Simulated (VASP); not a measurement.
Here is a VASP 6.6.1 calculation.

INCAR

```
PREC = Accurate
ENCUT = 520
EDIFF = 1E-6
ISMEAR = 0
SIGMA = 0.05
LREAL = F
LASPH = T
NELM = 60
ALGO = Normal
ISIF = 2
LWAVE = F
LCHARG = F
GGA = PE
NBANDS = 12
```

File KPOINTS:

```
regular mesh
0
Gamma
  10 10 10
```

Contents of POSCAR:

```
LiF
1.0
    2.5595330000      0.0000000000      0.0000000000
    0.0000000000      2.6491166550      0.0000000000
    0.0000000000      0.0000000000      2.5595330000
Li F
1 1
Direct
    0.0000000000      0.0000000000      0.0000000000
    0.5000000000      0.5000000000      0.5000000000
```

Potentials or basis: VASP PAW PBE potentials, release 64 (Li_sv, F).

Run with:

```bash
$ cat potpaw_PBE.64/Li_sv/POTCAR potpaw_PBE.64/F/POTCAR > POTCAR
$ mpirun -np 1 vasp_std > vasp.out
```

Question: Predict the band gap on the k mesh.

Answer: 7.14 eV, indirect (least direct gap 7.74 eV).

Caveat: the cell differs from its parent crystal (strain +0.0350 x Voigt [0, 1, 0, 0, 0, 0]). A k mesh can miss the band edges.
